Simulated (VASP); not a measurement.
# AlSi16 (a cell with a defect) in VASP: notebook

The runs below take AlSi16 (a cell with a defect) through single point, with PBE.

Program: VASP 6.6.1. These are calculated values, not measurements. Logs are shortened: lines on timing, memory, paths and dates and some standing lists are left out, and cuts for length are marked.

**1. The cell of the first run**

The cell holds a defect, 17 atoms: a = 7.679 Å, b = 7.679 Å, c = 7.679 Å, α = 60.00°, β = 60.00°, γ = 60.00°.

**2. Single point, PBE, collinear spin, zero start**

Contents of INCAR:

```
SYSTEM = AlSi16
PREC     = Accurate       ! precision mode
ENCUT    = 520            ! plane-wave cutoff, eV
EDIFF    = 1E-6           ! SCF threshold, eV
ISMEAR   = -1             ! smearing method
SIGMA    = 0.02           ! smearing width, eV
LREAL    = Auto         
LASPH    = .True.         ! aspherical terms in the spheres
NELM     = 150            ! most SCF steps
ALGO     = Normal         ! electronic algorithm
ISIF     = 2              ! what is computed and relaxed
LWAVE    = .False.        ! write WAVECAR
LCHARG   = .False.        ! write CHGCAR
ISPIN    = 2              ! spin polarisation
MAGMOM   = 0 0 0 0 0 0 0 0 0 0 0 0 0 0 0 0 0 ! initial moments
LORBIT   = 11             ! projections on sites
GGA      = PE             ! functional
NBANDS   = 52             ! bands
```

Contents of KPOINTS:

```
Automatic mesh
0
Gamma
  2 2 2
  0 0 0
```

Contents of POSCAR:

```
AlSi16
1.0
    0.0000000000      5.4300000000      5.4300000000
    5.4300000000      0.0000000000      5.4300000000
    5.4300000000      5.4300000000      0.0000000000
Si Al
16 1
Direct
   -0.0460589319     -0.0617495396      0.0866114180
    0.1756077348      0.2854972376      0.1308747698
   -0.0971178637      0.1113720074      0.4516850829
   -0.0346132597      0.1070441989      0.7340423573
   -0.0442725599      0.7133149171     -0.0804051565
    0.0549263352      0.5793278085      0.2319429098
   -0.1197790055      0.4733885820      0.6574401473
    0.0825874770      0.6939502762      0.5755893186
    0.4333609576      0.0370073665     -0.0252578269
    0.5276611418      0.0872928177      0.2004972376
    0.3806998158     -0.0124309392      0.5683057090
    0.5493186004      0.1897237569      0.6051012891
    0.4425322284      0.4692357274      0.0508011050
    0.6164917127      0.6450920810      0.0358839779
    0.4531675875      0.5209576427      0.4311418048
    0.5210128913      0.6057458564      0.6761694291
    0.8801841621      0.2724309392      1.0573848987
```

Potentials or basis: VASP PAW PBE potentials, release 64 (Si, Al).

Command:

```sh
$ cat potpaw_PBE.64/Si/POTCAR potpaw_PBE.64/Al/POTCAR > POTCAR
$ mpirun -np 1 vasp_std > vasp.out
```

OUTCAR:

```text
SYSTEM = AlSi16
   PREC = Accurate
   ENCUT = 520
   EDIFF = 1E-6
   ISMEAR = -1
   LREAL = Auto
   LASPH = .True.
   NELM = 150
   ISIF = 2
   ISPIN = 2
   LORBIT = 11
   GGA = PE

 ion  position               nearest neighbor table
   1  0.954  0.938  0.087-  17 2.25   6 2.26   4 2.32   5 2.61  10 2.68
   2  0.176  0.285  0.131-   9 2.27   6 2.34  10 2.54   3 2.57  17 2.65  13 2.71   5 2.85
   3  0.903  0.111  0.452-  12 2.24   4 2.43   2 2.57   8 2.63  17 2.70
   4  0.965  0.107  0.734-   1 2.32   7 2.36   3 2.43  11 2.61   5 2.64  17 2.98
   5  0.956  0.713  0.920-   8 2.37   6 2.44  14 2.54   1 2.61   4 2.64   2 2.85
   6  0.055  0.579  0.232-   1 2.26   2 2.34   5 2.44  13 2.46   7 2.68
   7  0.880  0.473  0.657-   4 2.36  16 2.37   8 2.50  17 2.66   6 2.68  14 3.09
   8  0.083  0.694  0.576-   5 2.37  15 2.37   7 2.50   3 2.63
   9  0.433  0.037  0.975-   2 2.27  12 2.33  10 2.43  14 2.50
  10  0.528  0.087  0.200-  11 2.31  13 2.41   9 2.43   2 2.54   1 2.68  17 3.14
  11  0.381  0.988  0.568-  10 2.31  16 2.40   4 2.61  12 2.64
  12  0.549  0.190  0.605-  15 2.12   3 2.24   9 2.33  11 2.64
  13  0.443  0.469  0.051-  14 2.26  16 2.37  10 2.41   6 2.46   2 2.71  17 2.93
  14  0.616  0.645  0.036-  13 2.26  15 2.49   9 2.50  17 2.53   5 2.54   7 3.09
  15  0.453  0.521  0.431-  12 2.12   8 2.37  14 2.49  16 2.60
  16  0.521  0.606  0.676-   7 2.37  13 2.37  11 2.40  15 2.60
  17  0.880  0.272  0.057-   1 2.25  14 2.53   2 2.65   7 2.66   3 2.70  13 2.93   4 2.98  10 3.14

  LATTYP: Found a face centered cubic cell.
 ALAT       =    10.8600000000

  Lattice vectors:

 A1 = (   0.0000000000,   5.4300000000,   5.4300000000)
 A2 = (   5.4300000000,   0.0000000000,   5.4300000000)
 A3 = (   5.4300000000,   5.4300000000,   0.0000000000)

Analysis of symmetry for initial positions (statically):
=====================================================================
 Subroutine PRICEL returns:
 Original cell was already a primitive cell.

 Routine SETGRP: Setting up the symmetry group for a
 face centered cubic supercell.

 Subroutine GETGRP returns: Found  1 space group operations
 (whereof  1 operations were pure point group operations)
 out of a pool of 48 trial point group operations.

The static configuration has the point symmetry C_1 .

Analysis of symmetry for dynamics (positions and initial velocities):
=====================================================================
 Subroutine PRICEL returns:
 Original cell was already a primitive cell.

 Routine SETGRP: Setting up the symmetry group for a
 face centered cubic supercell.

 Subroutine GETGRP returns: Found  1 space group operations
[... 176 lines left out ...]
  free energy    TOTEN  =       -82.15135752 eV

  energy without entropy =      -82.14332339  energy(sigma->0) =      -82.14734045

 E-fermi :   6.4618     XC(G=0):  -9.7789

 val. band max:        6.4518549384   @ k =   0.5000   0.0000   0.0000
 cond. band min:       6.4675917863   @ k =   0.0000   0.5000   0.0000
 fundamental gap:      0.0157368478
 Fermi energy:         6.4617588447

 spin component 1

 k-point     1 :       0.0000    0.0000    0.0000
  band No.  band energies     occupation
      1      -6.0352      1.00000
      2      -3.8654      1.00000
      3      -3.7367      1.00000
      4      -3.3624      1.00000
      5      -2.9522      1.00000
      6      -2.4555      1.00000
[... 373 lines left out ...]
     44       9.8484      0.00000
     45       9.9638      0.00000
 Fermi energy:         6.4617588447

 spin component 2

 k-point     1 :       0.0000    0.0000    0.0000
  band No.  band energies     occupation
      1      -6.0352      1.00000
      2      -3.8654      1.00000
      3      -3.7367      1.00000
      4      -3.3624      1.00000
      5      -2.9522      1.00000
      6      -2.4555      1.00000
[... 373 lines left out ...]
     44       9.8484      0.00000
     45       9.9638      0.00000
 [bands above 45 left out]

------------------------ aborting loop because EDIFF is reached ----------------------------------------

  FORCE on cell =-STRESS in cart. coord.  units (eV):
  Direction    XX          YY          ZZ          XY          YZ          ZX
  --------------------------------------------------------------------------------------
  -------------------------------------------------------------------------------------
  Total        7.9791438      3.0760520      1.5850148     -3.3271695     -2.3888607      6.0074871
  in kB       39.9243072     15.3912810      7.9307532    -16.6477684    -11.9528627     30.0589595
  external PRESSURE =      21.0821138 kB  Pullay stress =       0.0000000 kB

 VOLUME and BASIS-vectors are now :
 -----------------------------------------------------------------------------
  energy-cutoff  :      520.00
  volume of cell :      320.21
      direct lattice vectors                 reciprocal lattice vectors
     0.000000000  5.430000000  5.430000000    -0.092081031  0.092081031  0.092081031
     5.430000000  0.000000000  5.430000000     0.092081031 -0.092081031  0.092081031
     5.430000000  5.430000000  0.000000000     0.092081031  0.092081031 -0.092081031

 POSITION                                       TOTAL-FORCE (eV/Angst)
 -----------------------------------------------------------------------------------
      5.56500      5.65020     10.27460        -0.129702     -0.009727     -1.350032
      2.26090      1.66420      2.50380         1.124570     -1.272875     -1.401758
      3.05740      7.35530      5.50740        -1.713485      1.556075      0.471710
      4.56710      9.22790      5.82330        -1.343254      0.266261      1.293456
      8.86670     10.18300      9.06290        -0.289741     -0.106903     -0.937006
      4.40520      1.55770      3.44400         0.460832      1.202141     -0.277584
[... 9 lines left out ...]
      6.96080      6.50070      6.11830        -0.264957     -0.761402      0.204229
      1.79090      5.09100      6.25870         1.141737     -0.033471      1.480186
 -----------------------------------------------------------------------------------
    total drift:                                0.005559     -0.003014      0.001926

  FREE ENERGIE OF THE ION-ELECTRON SYSTEM (eV)
  ---------------------------------------------------
  free  energy   TOTEN  =       -82.1513575195 eV

  energy  without entropy=      -82.1433233898  energy(sigma->0) =      -82.14734045

 total charge

# of ion       s       p       d       tot
------------------------------------------
    1        0.807   0.890   0.000   1.697
    2        0.808   0.836   0.000   1.644
    3        0.774   0.852   0.000   1.626
    4        0.779   0.855   0.000   1.634
    5        0.820   0.782   0.000   1.602
    6        0.795   0.861   0.000   1.656
[... 9 lines left out ...]
   16        0.762   0.864   0.000   1.625
   17        0.461   0.350   0.000   0.811
--------------------------------------------------
tot         12.997  14.116   0.000  27.113

 magnetization (x)

# of ion       s       p       d       tot
------------------------------------------
    1        0.000   0.000   0.000   0.000
    2        0.000   0.000   0.000   0.000
    3        0.000   0.000   0.000   0.000
    4       -0.000  -0.000   0.000  -0.000
    5        0.000   0.000   0.000   0.000
    6        0.000  -0.000   0.000   0.000
[... 9 lines left out ...]
   16        0.000   0.000   0.000   0.000
   17       -0.000  -0.000   0.000  -0.000
--------------------------------------------------
tot          0.000   0.000   0.000   0.000
```

Wall time 4.8 min (1 thread of Intel Xeon 6975P-C (Granite Rapids), shared host); peak memory 0.69 GiB.

Results:

```
Free energy                                           : -82.1514 eV
Pressure                                              : 2.1 GPa
Largest force                                         : 3.465 eV/Å
Net moment                                            : 0.00 μB per cell
Valence electrons inside the program's atomic spheres : Si 1.70, 1.64, 1.63, 1.60, 1.66, 1.65, 1.72, 1.67, 1.68, 1.62 (each value once); Al 0.81
```

Forces in eV/Å, atoms in the order of the input:
```
Si  -0.130 -0.010 -1.350
Si   1.125 -1.273 -1.402
Si  -1.713  1.556  0.472
Si  -1.343  0.266  1.293
Si  -0.290 -0.107 -0.937
Si   0.461  1.202 -0.278
Si  -0.236 -0.445  1.093
Si   0.190 -0.887 -0.072
Si  -1.007  0.821 -0.244
Si  -0.892  0.119  0.924
Si   1.072  0.398 -0.139
Si  -1.339  0.490 -3.158
Si  -0.418 -0.776 -1.021
Si   1.684  0.741  0.896
Si   1.959 -1.301  2.241
Si  -0.265 -0.761  0.204
Al   1.142 -0.033  1.480
```

Caveat: the k points lie up to 0.50 Å⁻¹ apart; no moment was typed at the start, so none could form.

**3. Single point, PBE, collinear spin**

Contents of INCAR:

```
SYSTEM = AlSi16
PREC = Accurate ; ENCUT = 520
EDIFF = 1E-6 ; ISMEAR = -1
SIGMA = 0.02 ; LREAL = Auto
LASPH = .TRUE. ; NELM = 150
ALGO = Normal ; ISIF = 2
LWAVE = .FALSE. ; LCHARG = .TRUE.
ISPIN = 2 ; MAGMOM = 0 0 0 0 0 0 0 0 0 0 0 0 0 0 0 0 1
LORBIT = 11 ; GGA = PE
LELF = .TRUE. ; LVHAR = .TRUE.
NBANDS = 52
```

Contents of KPOINTS:

```
regular mesh
0
G
  2 2 2
  0 0 0
```

Contents of POSCAR:

```
AlSi16
1.0
    0.0000000000      5.4300000000      5.4300000000
    5.4300000000      0.0000000000      5.4300000000
    5.4300000000      5.4300000000      0.0000000000
Si Al
16 1
Direct
   -0.0710957643     -0.0863996317      0.1636556169
    0.1694290976      0.3121546961      0.0944567219
   -0.0790515654      0.0674125230      0.4573756906
   -0.0508011050      0.1765469613      0.6887753223
   -0.0544659300      0.7465653775     -0.0593646409
    0.1202854512      0.5257550645      0.2526058932
   -0.1198250460      0.5675046041      0.5915193370
    0.0618047882      0.7402394107      0.5873296501
    0.4229926335     -0.0140055249      0.0200828729
    0.5474677716      0.0469889503      0.1916482505
    0.3391712707     -0.0175322284      0.5797237569
    0.5492449355      0.1296316759      0.6227624309
    0.4648342541      0.4198250460     -0.0066390424
    0.6168968692      0.6377440147      0.1015377532
    0.4807826888      0.5078729282      0.4655340700
    0.5256629834      0.6419613260      0.6477440147
    0.8512430939      0.3166942910      0.9862338858
```

Potentials or basis: VASP PAW PBE potentials, release 64 (Si, Al).

Command:

```sh
$ cat potpaw_PBE.64/Si/POTCAR potpaw_PBE.64/Al/POTCAR > POTCAR
$ mpirun -np 1 vasp_std > vasp.out
```

Run time: 5 min. Hardware: 1 thread of Intel Xeon 6975P-C (Granite Rapids), shared host; peak memory 0.7 GiB.

The run converged. Its results:

- Free energy: -81.8721 eV
- Pressure: 1.6 GPa
- Largest force: 4.307 eV/Å
- Net moment: 0.00 μB per cell
- Valence electrons inside the program's atomic spheres: Si 1.58, 1.62, 1.68, 1.57, 1.63, 1.66, 1.70, 1.67, 1.64, 1.61, 1.72 (each value once); Al 0.77

Forces on the atoms (eV/Å):
```
Si  -0.124 -0.179 -0.513
Si  -0.237 -1.275 -1.565
Si   1.469 -2.960  1.907
Si  -0.449  0.793  0.047
Si   0.288  0.019 -0.545
Si   0.750 -0.194  0.365
Si  -0.771 -0.009  0.393
Si  -2.669  3.214 -1.048
Si  -0.554 -1.437  0.639
Si   0.519  1.342  0.045
Si   1.432 -1.207  2.095
Si   0.343 -0.324 -0.966
Si   0.888  0.937 -0.093
Si  -0.879  0.492  0.313
Si   1.157 -0.390 -1.132
Si  -1.182  0.488 -0.131
Al   0.018  0.689  0.191
```

Stress tensor (GPa, compression positive):
```
 1.45 -1.24  2.54
-1.24  3.45 -2.92
 2.54 -2.92  0.01
```

Levels at points of the mesh, in eV from the Fermi level:
Spin up:
```tsv
k point	band 29	band 30	band 31	band 32	band 33	band 34	band 35	band 36	band 37	band 38
(0.00, 0.00, 0.00)	-1.06	-0.86	-0.78	-0.48	-0.25	-0.08	0.05	0.33	0.52	0.68
(0.50, 0.00, 0.00)	-1.44	-1.30	-1.06	-0.71	-0.46	-0.26	0.17	0.72	0.87	0.96
(0.00, 0.50, 0.00)	-1.40	-1.11	-0.88	-0.30	-0.17	-0.05	0.27	0.72	1.15	1.26
(0.00, 0.00, 0.50)	-1.49	-1.28	-1.10	-0.77	-0.42	0.03	0.42	0.70	0.94	1.19
(0.50, 0.50, 0.50)	-1.71	-1.19	-1.02	-0.81	-0.35	-0.02	0.15	0.56	0.75	1.18
(0.50, 0.50, 0.00)	-1.50	-1.31	-1.03	-0.91	-0.50	0.12	0.54	0.77	0.84	1.34
(0.00, 0.50, 0.50)	-1.50	-1.38	-0.89	-0.83	-0.12	0.06	0.48	0.70	1.11	1.37
(0.50, 0.00, 0.50)	-1.58	-1.26	-1.01	-0.47	-0.18	0.04	0.56	0.67	1.31	1.40
```
Spin down:
```csv
k point,band 30,band 31,band 32,band 33,band 34,band 35,band 36,band 37
"(0.00, 0.00, 0.00)",-0.86,-0.78,-0.48,-0.25,-0.08,0.05,0.33,0.52
"(0.50, 0.00, 0.00)",-1.30,-1.06,-0.71,-0.46,-0.26,0.17,0.72,0.87
"(0.00, 0.50, 0.00)",-1.11,-0.88,-0.30,-0.17,-0.05,0.28,0.72,1.15
"(0.00, 0.00, 0.50)",-1.28,-1.10,-0.77,-0.42,0.03,0.42,0.70,0.94
"(0.50, 0.50, 0.50)",-1.19,-1.02,-0.81,-0.35,-0.01,0.15,0.56,0.75
"(0.50, 0.50, 0.00)",-1.31,-1.03,-0.91,-0.50,0.12,0.54,0.77,0.84
"(0.00, 0.50, 0.50)",-1.38,-0.89,-0.83,-0.12,0.06,0.48,0.70,1.11
"(0.50, 0.00, 0.50)",-1.25,-1.01,-0.47,-0.18,0.04,0.56,0.67,1.31
```

Caveat: the k points lie up to 0.50 Å⁻¹ apart; the atoms stand as in a frame of molecular dynamics.
